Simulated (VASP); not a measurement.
## SnPt3: electric field gradients with LDA

SnPt3:

```
Sn Pt
1.0
     3.96000    0.00000    0.00000
     0.00000    3.96000    0.00000
     0.00000    0.00000    4.00000
Sn Pt
1 3
Direct
  0.00000 0.00000 0.00000
  0.00000 0.50000 0.50000
  0.50000 0.00000 0.50000
  0.50000 0.50000 0.00000
```

This cell differs from its parent crystal: equal xx and yy strain of -1 %.

```yaml
Program: VASP 6.6.1
Task: electric field gradients
Functional: LDA
Potentials_or_basis: VASP PAW LDA potentials, release 64 (Sn_d, Pt)
Cutoff: 400 eV
k_mesh: 8 × 8 × 8
Occupations: fermi-dirac, width 0.05 eV
Spin: no spin polarisation
Dipole_correction: no
Further_INCAR_settings: ALGO = Normal; EDIFF = 1e-08; NBANDS = 30
```

```
Pressure                                : 2.0 GPa
Band gap on the k mesh                  : zero (bands 22 and 23 overlap by 0.52 eV)
Largest electric field gradient by atom : Sn +4.9; Pt -152.2, -145.0 (each value once) V/Å²
```

Stress tensor (GPa, compression positive):
```
2.47 0.00 0.00
0.00 2.47 0.00
0.00 0.00 1.13
```

Levels at points of the mesh, in eV from the Fermi level:
```csv
k point,band 20,band 21,band 22,band 23,band 24,band 25
"(0.00, 0.00, 0.00)",-1.21,-0.40,0.12,0.12,0.22,3.06
"(0.50, 0.00, 0.00)",-2.43,-1.18,0.13,1.84,3.94,4.06
"(0.50, 0.50, 0.00)",-2.12,-1.96,-1.58,1.01,1.01,5.11
"(0.00, 0.00, 0.50)",-2.46,-1.10,0.22,1.94,3.91,3.91
"(0.50, 0.00, 0.50)",-2.18,-2.01,-1.61,0.93,0.93,5.22
"(0.50, 0.50, 0.50)",-2.11,-0.82,-0.35,-0.30,-0.30,0.98
```

Electric field gradients, principal values (V/Å²):
```
atom   least  middle  greatest (by size)
1 Sn  -2.462  -2.462               4.924
2 Pt  70.641  81.549            -152.190
3 Pt  70.641  81.549            -152.190
4 Pt  72.486  72.486            -144.973
```

Wall time 2.6 min on 1 thread of Intel Xeon 8259CL, on a shared host, peak memory 0.2 GiB.

Caveat: the cell differs from its parent crystal (equal xx and yy strain of -1 %); without QUAD_EFG the Cq values of the log hold for a quadrupole moment of 1 mb, not for the nuclei; spin-orbit coupling is left out, which moves the levels of the heavy elements.
